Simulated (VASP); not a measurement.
KTaO3:

```
CELL_PARAMETERS angstrom
3.99013 0.00000 0.00000
0.00000 3.99013 0.00000
0.00000 0.00000 3.99013
ATOMIC_POSITIONS crystal
K 0.50000 0.50000 0.50000
Ta 0.00000 0.00000 0.00000
O 0.50000 0.00000 0.00000
O 0.00000 0.50000 0.00000
O 0.00000 0.00000 0.50000
```

Base run:

```yaml
Program: VASP 6.6.1
Functional: r2SCAN
Potentials_or_basis: VASP PAW PBE potentials, release 64 (K_sv, Ta_pv, O)
Cutoff: 520 eV
k_mesh: 6 × 6 × 6
Occupations: gaussian, width 0.01 eV
Spin: no spin polarisation
```

Its results: band gap on the k mesh 2.59 eV, indirect (least direct gap 3.25 eV); pressure 0.9 GPa.

**Question.** The run is repeated on the same cell with these changes: functional from r2SCAN to PBE0; k mesh from 6 × 6 × 6 to 4 × 4 × 4. What comes out?

**Answer.** Band gap on the k mesh 4.25 eV, indirect (least direct gap 4.89 eV); pressure -0.4 GPa.

Several settings changed at once, so the effect can't be laid on one alone.

Caveats: the PAW data sets were made with another functional, which shifts forces and pressure a little; spin-orbit coupling is left out, which moves the levels of the heavy elements.

A k mesh can miss the band edges.
